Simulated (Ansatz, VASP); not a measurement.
# Ge: VASP beside Ansatz

```
CELL_PARAMETERS angstrom
0.00000 2.94192 2.82877
2.82877 0.00000 2.82877
2.82877 2.94192 0.00000
ATOMIC_POSITIONS crystal
Ge 0.50000 0.50000 0.50000
Ge 0.75000 0.75000 0.75000
```

Change from the starting cell: strain +0.0400 x Voigt [0, 1, 0, 0, 0, 0], atoms carried along.

Alike in both runs: task single point; functional PBE; k mesh 14 × 14 × 14; occupations gaussian, width 0.15 eV; no spin polarisation.

```csv
,VASP,Ansatz
version,VASP 6.6.1,Ansatz 0.2.0
potentials or method,"VASP PAW PBE potentials, release 64 (Ge_d), cutoff 500 eV","scalar-relativistic, plane waves, PAW"
valence electrons in the cell,28,28
```

VASP gave:

- gap on the k mesh at the Fermi level (eV): none
- pressure (GPa): 0.8
- traceless stress, the component that is largest in VASP (GPa): -1.88

Task: Estimate Ansatz's values.

Result: gap on the k mesh at the Fermi level (eV): none; pressure (GPa): 1.0; traceless stress, the component that is largest in VASP (GPa): -1.88.

A gap of «none» marks a metal or a gap that the smearing closes.
